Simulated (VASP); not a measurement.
Set up this calculation in VASP 6.6.1, as the native input.

| Quantity | Value |
| --- | --- |
| Task | single point |
| Functional | PBE |
| Potentials or basis | VASP PAW PBE potentials, release 64 (Pb_d, S) |
| Cutoff | 520 eV |
| k mesh | 10 × 10 × 10 |
| Occupations | gaussian, width 0.03 eV |
| Spin | no spin polarisation |
| Dipole correction | no |
| Further INCAR settings | ALGO = Normal; EDIFF = 1e-06; NBANDS = 17 |

The structure of PbS lies in POSCAR:

```
PbS
1.0
    0.0000000000      3.0687750000      2.9650000000
    3.0687750000      0.0000000000      2.9650000000
    3.0687750000      3.0687750000      0.0000000000
Pb S
1 1
Direct
    0.0000000000      0.0000000000      0.0000000000
    0.5000000000      0.5000000000      0.5000000000
```

This cell differs from its parent crystal: strain +0.0350 x Voigt [1, 1, 0, 0, 0, 0].

These files were run (other wordings do the same):

INCAR

```
PREC = Accurate
ENCUT = 520
EDIFF = 1E-6
ISMEAR = 0
SIGMA = 0.03
LREAL = False
LASPH = True
NELM = 80
ALGO = Normal
ISIF = 2
LWAVE = False
LCHARG = True
GGA = PE
LELF = True
LVHAR = True
NBANDS = 17
```

KPOINTS

```
regular mesh
0
Gamma
  10 10 10
```

Potentials or basis: VASP PAW PBE potentials, release 64 (Pb_d, S).

Launch:

```bash
$ cat potpaw_PBE.64/Pb_d/POTCAR potpaw_PBE.64/S/POTCAR > POTCAR
$ mpirun -np 1 vasp_std > vasp.out
```

Results of the run:

```
Pressure               : -1.4 GPa
Band gap on the k mesh : 0.56 eV
```

Caveat: the cell differs from its parent crystal (strain +0.0350 x Voigt [1, 1, 0, 0, 0, 0]); spin-orbit coupling is left out, which moves the levels of the heavy elements.

It took 36 s on 1 thread of Intel(R) Xeon(R) Platinum 8559C (Emerald Rapids), on a shared host, peak memory 0.24 GiB.
